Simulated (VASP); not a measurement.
# Se (P3_121) in VASP: a series of runs

The runs below take Se through single point, with PBEsol+D3(BJ).

Program: VASP 6.6.1. These are calculated values, not measurements. Logs are shortened: lines on timing, memory, paths and dates and some standing lists are left out, and cuts for length are marked.

## Step 1: The cell of the first run

It takes space group P3_121 (No. 152, trigonal). The conventional cell has a = 3.976 Å, b = 3.976 Å, c = 4.909 Å, α = 90.00°, β = 90.00°, γ = 120.00°. Se (site symmetry 2) has 2 Se at 2.22 Å within 2.9 Å.

## Step 2: Single point, PBEsol+D3(BJ)

INCAR reads:

```
SYSTEM = Se
  PREC = Accurate
  ENCUT = 520
  EDIFF = 1E-7
  ISMEAR = 0
  SIGMA = 0.03
  LREAL = .FALSE.
  LASPH = .TRUE.
  NELM = 80
  ALGO = Normal
  ISIF = 2
  LWAVE = .FALSE.
  LCHARG = .FALSE.
  GGA = PS
  IVDW = 12
  NBANDS = 16
```

KPOINTS reads:

```
regular mesh
0
G
  12 12 8
  0 0 0
```

POSCAR reads:

```
Se
1.0
    3.9758927057      0.0000000000      0.0000000000
   -1.9879463528      3.4432240858      0.0000000000
    0.0000000000      0.0000000000      4.9086371344
Se
3
Direct
    0.2181741568      0.0000000000      0.3333333333
    0.0000000000      0.2181741568      0.6666666667
    0.7818258432      0.7818258432      0.0000000000
```

Potentials or basis: VASP PAW PBE potentials, release 64 (Se).

Run with:

```
$ cat potpaw_PBE.64/Se/POTCAR > POTCAR
$ mpirun -np 1 vasp_std > vasp.out
```

OUTCAR:

```text
SYSTEM = Se
   PREC = Accurate
   ENCUT = 520
   EDIFF = 1E-7
   ISMEAR = 0
   LREAL = .FALSE.
   LASPH = .TRUE.
   NELM = 80
   ISIF = 2
   GGA = PS
   IVDW = 12
 IVDW          = 12

 ion  position               nearest neighbor table
   1  0.218  0.000  0.333-   3 2.22   2 2.22
   2  0.000  0.218  0.667-   3 2.22   1 2.22
   3  0.782  0.782  0.000-   2 2.22   1 2.22

  LATTYP: Found a hexagonal cell.
 ALAT       =     3.9758927057
 C/A-ratio  =     1.2346000000

  Lattice vectors:

 A1 = (   3.9758927057,   0.0000000000,   0.0000000000)
 A2 = (  -1.9879463528,   3.4432240858,   0.0000000000)
 A3 = (   0.0000000000,   0.0000000000,   4.9086371344)

Analysis of symmetry for initial positions (statically):
=====================================================================
 Subroutine PRICEL returns:
 Original cell was already a primitive cell.

 Routine SETGRP: Setting up the symmetry group for a
 hexagonal supercell.

 Subroutine GETGRP returns: Found  6 space group operations
 (whereof  2 operations were pure point group operations)
 out of a pool of 24 trial point group operations.

The static configuration has the point symmetry C_2 .
 The point group associated with its full space group is D_3 .

Analysis of symmetry for dynamics (positions and initial velocities):
=====================================================================
 Subroutine PRICEL returns:
 Original cell was already a primitive cell.

 Routine SETGRP: Setting up the symmetry group for a
 hexagonal supercell.

 Subroutine GETGRP returns: Found  6 space group operations
 (whereof  2 operations were pure point group operations)
 out of a pool of 24 trial point group operations.

The dynamic configuration has the point symmetry C_2 .
 The point group associated with its full space group is D_3 .

 Subroutine INISYM returns: Found  6 space group operations
 (whereof  2 operations are pure point group operations),
 and found     1 'primitive' translations

----------------------------------------------------------------------------------------

                                     Primitive cell

  volume of cell :      67.1987

  direct lattice vectors                    reciprocal lattice vectors
     3.975892706  0.000000000  0.000000000     0.251515842  0.145212739  0.000000000
    -1.987946353  3.443224086  0.000000000     0.000000000  0.290425478  0.000000000
     0.000000000  0.000000000  4.908637134     0.000000000  0.000000000  0.203722535

  length of vectors
     3.975892706  3.975892706  4.908637134     0.290425478  0.290425478  0.203722535

  position of ions in fractional coordinates (direct lattice)
     0.218174157  0.000000000  0.333333333
     0.000000000  0.218174157  0.666666667
     0.781825843  0.781825843  0.000000000

  ion indices of the primitive-cell ions
   primitive index   ion index
                 1           1
                 2           2
                 3           3

----------------------------------------------------------------------------------------

 KPOINTS: regular mesh

Automatic generation of k-mesh.
 Grid dimensions read from file:
 generate k-points for:   12   12    8

 Generating k-lattice:

  Cartesian coordinates                     Fractional coordinates (reciprocal lattice)
     0.020959653  0.012101062  0.000000000     0.083333333  0.000000000  0.000000000
     0.000000000  0.024202123  0.000000000     0.000000000  0.083333333  0.000000000
     0.000000000  0.000000000  0.025465317     0.000000000  0.000000000  0.125000000

  Length of vectors
     0.024202123  0.024202123  0.025465317

  Shift w.r.t. Gamma in fractional coordinates (k-lattice)
     0.000000000  0.000000000  0.000000000

 Subroutine IBZKPT returns following result:
 ===========================================

 Found    131 irreducible k-points:

 Following reciprocal coordinates:
            Coordinates               Weight
  0.000000  0.000000  0.000000      1.000000
  0.083333  0.000000  0.000000      6.000000
  0.166667  0.000000  0.000000      6.000000
  0.250000  0.000000  0.000000      6.000000
  0.333333  0.000000  0.000000      6.000000
  0.416667  0.000000  0.000000      6.000000
[... 16 lines left out ...]
  0.166667  0.000000  0.125000      6.000000
  0.000000  0.166667  0.125000      6.000000
 [... further k-points ...]
   k-points           NKPTS =    131   k-points in BZ     NKDIM =    131   number of bands    NBANDS=     16
   number of dos      NEDOS =    301   number of ions     NIONS =      3
   total plane-waves  NPLWV =  36000
   dimension x,y,z NGX =    30 NGY =   30 NGZ =   40
   dimension x,y,z NGXF=    60 NGYF=   60 NGZF=   80
   ions per type =               3
   NGX,Y,Z   is equivalent  to a cutoff of  12.54, 12.54, 13.55 a.u.
   NGXF,Y,Z  is equivalent  to a cutoff of  25.09, 25.09, 27.09 a.u.
 SYSTEM =  Se
   PREC   = accura    normal or accurate (medium, high low for compatibility)
   ISTART =      0    job   : 0-new  1-cont  2-samecut
   ICHARG =      2    charge: 1-file 2-atom 10-const
   ISPIN  =      1    spin polarized calculation?
   LNONCOLLINEAR =      F non collinear calculations
   LSORBIT =      F    spin-orbit coupling
   LASPH  =      T    aspherical Exc in radial PAW
   ENCUT  =  520.0 eV  38.22 Ry    6.18 a.u.   7.39  7.39  9.13*2*pi/ulx,y,z
   NELM   =     80;   NELMIN=  2; NELMDL= -5     # of ELM steps
   EDIFF  = 0.1E-06   stopping-criterion for ELM
   LREAL  =      F    real-space projection
   EDIFFG = 0.1E-05   stopping-criterion for IOM
   NSW    =      0    number of steps for IOM
   IBRION =     -1    ionic relax: 0-MD 1-quasi-New 2-CG
   NFREE  =      0    steps in history (QN), initial steepest desc. (CG)
   ISIF   =      2    stress and relaxation
   ISYM   =      2    0-nonsym 1-usesym 2-fastsym
   POTIM  = 0.5000    time-step for ionic-motion
   TEBEG  =    0.0;   TEEND  =   0.0 temperature during run
   PSTRESS=    0.0 pullay stress
   NELECT =      18.0000    total number of electrons
   NUPDOWN=      -1.0000    fix difference up-down
   EMIN   =  10.00;   EMAX   =-10.00  energy-range for DOS
   EFERMI =   0.00;   METHOD = LEGACY
   ISMEAR =     0;   SIGMA  =   0.03  broadening in eV -4-tet -1-fermi 0-gaus
   EFERMI_NEDOS =   21; number of points for ismear=-14 and -15
   IALGO  =     38    algorithm
   IMIX   =      4    mixing-type and parameters
     AMIX     =   0.40;   BMIX     =  1.00
     AMIX_MAG =   1.60;   BMIX_MAG =  1.00
  volume/ion in A,a.u.               =      22.40       151.16
  Fermi-wavevector in a.u.,A,eV,Ry     =   1.055307  1.994241 15.152432  1.113672
  Thomas-Fermi vector in A             =   2.190500
   LORBIT       =      0    0 simple, 1 ext, 2 COOP (PROOUT), +10 PAW based schemes
   GGA     = PS    functional components
   LHFCALC =     F    Hartree Fock is set to
   AEXX    =    0.0000 exact exchange contribution
   IVDW    =    12    specifies the selected vdW correction
   LEPSILON=     F    determine dielectric tensor
   LRPA    =     F    only Hartree local field effects (RPA)
 non-spin polarized calculation
 Gauss-broadening in eV      SIGMA  =   0.03
  energy-cutoff  :      520.00
  volume of cell :       67.20
 maximum number of plane-waves:      1849
 NGX is ok and might be reduce to    30

 number of electron      18.0000003 magnetization

 Free energy of the ion-electron system (eV)
  ---------------------------------------------------
  ext. energy  EPLUGINS =         0.00000000
  ---------------------------------------------------
  free energy    TOTEN  =       -10.77793442 eV

  energy without entropy =      -10.77793442  energy(sigma->0) =      -10.77793442

 E-fermi :   4.9565     XC(G=0):  -9.9121

 val. band max:        4.8016416052   @ k =   0.4167   0.1667   0.5000
 cond. band min:       5.1184092892   @ k =   0.3333   0.3333   0.5000
 fundamental gap:      0.3167676841
 Fermi energy:         4.9564674710

 k-point     1 :       0.0000    0.0000    0.0000
  band No.  band energies     occupation
      1     -12.9056      2.00000
      2      -7.8908      2.00000
      3      -7.8908      2.00000
      4       0.3538      2.00000
      5       0.5584      2.00000
      6       0.5584      2.00000
[... 8 lines left out ...]
     15      10.9867      0.00000
     16      12.9450      0.00000

 k-point     2 :       0.0833    0.0000    0.0000
  band No.  band energies     occupation
      1     -12.8650      2.00000
      2      -7.9053      2.00000
      3      -7.8727      2.00000
      4      -0.1974      2.00000
      5       0.3582      2.00000
      6       0.7493      2.00000
[... 8 lines left out ...]
     15      11.3855      0.00000
     16      12.8103      0.00000

 k-point     3 :       0.1667    0.0000    0.0000
  band No.  band energies     occupation
      1     -12.7492      2.00000
      2      -7.9559      2.00000
      3      -7.8221      2.00000
      4      -0.9100      2.00000
      5      -0.0256      2.00000
      6       0.6928      2.00000
[... 8 lines left out ...]
     15      12.0621      0.00000
     16      12.7292      0.00000

 k-point     4 :       0.2500    0.0000    0.0000
  band No.  band energies     occupation
      1     -12.5775      2.00000
      2      -8.0545      2.00000
      3      -7.7507      2.00000
      4      -1.4910      2.00000
      5      -0.4081      2.00000
      6       0.5219      2.00000
[... 8 lines left out ...]
     15      12.6471      0.00000
     16      13.2228      0.00000
[... 324 lines left out ...]
 k-point    22 :       0.0000    0.0833    0.1250
  band No.  band energies     occupation
      1     -12.7808      2.00000
      2      -8.9639      2.00000
      3      -6.7654      2.00000
      4      -0.1682      2.00000
      5       0.0544      2.00000
      6       0.9304      2.00000
[... 8 lines left out ...]
     15      11.8056      0.00000
     16      12.3170      0.00000

 k-point    23 :       0.1667    0.0000    0.1250
  band No.  band energies     occupation
      1     -12.6661      2.00000
      2      -8.9158      2.00000
      3      -6.8445      2.00000
      4      -0.9097      2.00000
      5       0.0131      2.00000
      6       0.6862      2.00000
[... 8 lines left out ...]
     15      12.0443      0.00000
     16      12.4916      0.00000

 k-point    24 :       0.0000    0.1667    0.1250
  band No.  band energies     occupation
      1     -12.6655      2.00000
      2      -8.9279      2.00000
      3      -6.8166      2.00000
      4      -0.8033      2.00000
      5      -0.4088      2.00000
      6       0.8633      2.00000
[... 8 lines left out ...]
     15      12.1606      0.00000
     16      12.9633      0.00000

 [... further k-points ...]

------------------------ aborting loop because EDIFF is reached ----------------------------------------

 Edisp (eV)   -1.01101

 E8    (eV) :    -0.6387

  FORCE on cell =-STRESS in cart. coord.  units (eV):
  Direction    XX          YY          ZZ          XY          YZ          ZX
  --------------------------------------------------------------------------------------
  -------------------------------------------------------------------------------------
  Total       4.67619     4.67619     9.28577     0.00000     0.00000     0.00000
  in kB     111.49148   111.49148   221.39490     0.00000     0.00000     0.00000
  external pressure =      148.13 kB  Pullay stress =        0.00 kB

 VOLUME and BASIS-vectors are now :
 -----------------------------------------------------------------------------
  energy-cutoff  :      520.00
  volume of cell :       67.20
      direct lattice vectors                 reciprocal lattice vectors
     3.975892706  0.000000000  0.000000000     0.251515842  0.145212739  0.000000000
    -1.987946353  3.443224086  0.000000000     0.000000000  0.290425478  0.000000000
     0.000000000  0.000000000  4.908637134     0.000000000  0.000000000  0.203722535

 POSITION                                       TOTAL-FORCE (eV/Angst)
 -----------------------------------------------------------------------------------
      0.86744      0.00000      1.63621         3.231609     -0.000000      0.000000
     -0.43372      0.75122      3.27242        -1.615805      2.798656     -0.000000
      1.55423      2.69200      0.00000        -1.615805     -2.798656     -0.000000
 -----------------------------------------------------------------------------------
    total drift:                               -0.000001     -0.000001     -0.000000

  FREE ENERGIE OF THE ION-ELECTRON SYSTEM (eV)
  ---------------------------------------------------
  free  energy   TOTEN  =       -11.7889432115 eV

  energy  without entropy=      -11.7889432115  energy(sigma->0) =      -11.78894321
```

Wall time 2.5 min (1 thread of Oxide Virtual Turin-like, shared host); peak memory 0.23 GiB.

Results:

* Free energy: -11.7889 eV
* Pressure: 14.8 GPa
* Largest force: 3.232 eV/Å
* Band gap on the k mesh: 0.32 eV (least direct gap 0.46 eV)
* Dispersion energy per atom: -0.337 eV

Forces on the atoms (eV/Å):
```
Se   3.232  0.000  0.000
Se  -1.616  2.799  0.000
Se  -1.616 -2.799  0.000
```

Stress tensor (GPa, compression positive):
```
11.15  0.00  0.00
 0.00 11.15  0.00
 0.00  0.00 22.14
```

Caveat: the stress differs along the axes, from 11 to 22 GPa; semilocal functionals underestimate gaps, and a narrow one can read as zero; the PAW data sets were made with another functional, which shifts forces and pressure a little.

## Step 3: Single point, PBEsol+D3(BJ)

This run uses another cell than the first one, of the same volume but with other edges.

INCAR reads:

```
SYSTEM = Se
PREC = Accurate
ENCUT = 520
EDIFF = 1E-6
ISMEAR = 0
SIGMA = 0.03
LREAL = .FALSE.
LASPH = .TRUE.
NELM = 80
ALGO = Normal
ISIF = 2
LWAVE = .FALSE.
LCHARG = .FALSE.
GGA = PS
IVDW = 12
NBANDS = 16
```

KPOINTS reads:

```
Automatic mesh
0
G
  12 12 8
  0 0 0
```

POSCAR reads:

```
Se
1.0
    4.0753478870      0.0000000000      0.0000000000
   -2.0376739435      3.5293547994      0.0000000000
    0.0000000000      0.0000000000      4.6719788176
Se
3
Direct
    0.2396386035      0.0000000000      0.3333333333
    0.0000000000      0.2396386035      0.6666666667
    0.7603613965      0.7603613965      0.0000000000
```

Potentials or basis: VASP PAW PBE potentials, release 64 (Se).

Run with:

```
$ cat potpaw_PBE.64/Se/POTCAR > POTCAR
$ mpirun -np 1 vasp_std > vasp.out
```

Wall time 75 s (1 thread of Oxide Virtual Turin-like, shared host); peak memory 0.22 GiB.

It converged, with:

- Free energy: -12.2067 eV
- Pressure: 9.3 GPa
- Largest force: 1.499 eV/Å
- Band gap on the k mesh: 0.49 eV (least direct gap 1.41 eV)
- Dispersion energy per atom: -0.337 eV

Forces in eV/Å, atoms in the order of the input:
```
Se   1.499  0.000  0.000
Se  -0.749  1.298  0.000
Se  -0.749 -1.298  0.000
```

Stress tensor (GPa, compression positive):
```
 6.66  0.00  0.00
 0.00  6.66  0.00
 0.00  0.00 14.54
```

Levels at points of the mesh, in eV from the valence-band top:
| k point | band 6 | band 7 | band 8 | band 9 | band 10 | band 11 | band 12 | band 13 |
| --- | --- | --- | --- | --- | --- | --- | --- | --- |
| (0.00, 0.00, 0.00) | -4.31 | -2.86 | -2.86 | -0.96 | 1.64 | 1.70 | 1.70 | 5.82 |
| (0.50, 0.00, 0.00) | -4.66 | -3.91 | -2.20 | -1.43 | 1.58 | 1.83 | 4.00 | 4.74 |
| (0.00, 0.00, 0.50) | -4.14 | -2.30 | -2.30 | -1.72 | 0.49 | 0.49 | 0.84 | 5.44 |
| (0.50, 0.00, 0.50) | -5.20 | -3.08 | -2.28 | 0.00 | 1.87 | 2.73 | 2.96 | 5.89 |

Caveat: the stress differs along the axes, from 7 to 15 GPa; semilocal functionals underestimate gaps, and a narrow one can read as zero; the PAW data sets were made with another functional, which shifts forces and pressure a little. A k mesh can miss the band edges.

(Part 1 of 2 ends here.)
